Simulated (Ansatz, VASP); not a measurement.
Two plane-wave programs on Sb

```xyz
1
Lattice="5.2661 0.0000 0.0000 0.0000 5.2661 0.0000 0.0000 0.0000 5.2407" Properties=species:S:1:pos:R:3 pbc="T T T"
Sb    0.0000    0.0000    0.0000
```

Alike in both runs: task single point; functional PBEsol; k mesh 4 × 4 × 4; occupations gaussian, width 0.1 eV; no spin polarisation.

```csv
,VASP,Ansatz
version,VASP 6.6.1,Ansatz 0.2.0
potentials or method,"VASP PAW PBE potentials, release 64 (Sb), cutoff 500 eV","scalar-relativistic, plane waves, PAW"
valence electrons in the cell,5,15
```

|  | VASP | Ansatz | Ansatz less VASP |
| --- | --- | --- | --- |
| gap on the k mesh at the Fermi level (eV) | none | none | - |
| pressure (GPa) | -1.4 | -1.4 | 0.00 |

VASP's potentials were made for PBE, not for PBEsol. A gap of «none» marks a metal or a gap that the smearing closes. VASP's potentials hold 5 valence electrons a cell and Ansatz's 15, so a difference there can come from the potentials and not from the codes.

Spin-orbit coupling is off throughout.
